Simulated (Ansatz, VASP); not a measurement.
# Ti2B3 in VASP and in Ansatz

```
Ti B
1.0
     4.50558    0.00000    0.00000
     0.00000    4.50558    0.00000
     0.00000    0.00000    3.07110
Ti B
2 3
Direct
  0.00000 0.50000 0.00000
  0.50000 0.00000 0.00000
  0.50000 0.50000 0.75221
  0.50000 0.50000 0.24779
  0.00000 0.00000 0.00000
```

Alike in both runs: task relaxation of cell and atoms; functional PBE; k mesh 4 × 4 × 6; occupations gaussian, width 0.1 eV; no spin polarisation.

|  | VASP | Ansatz |
| --- | --- | --- |
| version | VASP 6.6.1 | Ansatz 0.2.0 |
| potentials or method | VASP PAW PBE potentials, release 64 (Ti_sv, B), cutoff 600 eV | scalar-relativistic, plane waves, PAW |
| valence electrons in the cell | 33 | 33 |

|  | VASP | Ansatz | Ansatz less VASP |
| --- | --- | --- | --- |
| gap on the k mesh at the Fermi level, each at its own relaxed structure (eV) | none | none | - |
| relaxed volume (Å³/atom) | 12.47 | 12.47 | 0.000 |
| relaxed cell length with the largest relative difference (Å) | 3.071 | 3.071 | 0.0000 |

A gap of «none» marks a metal or a gap that the smearing closes.

Noted on VASP's run: the relaxation stopped at its first step, so nothing moved.
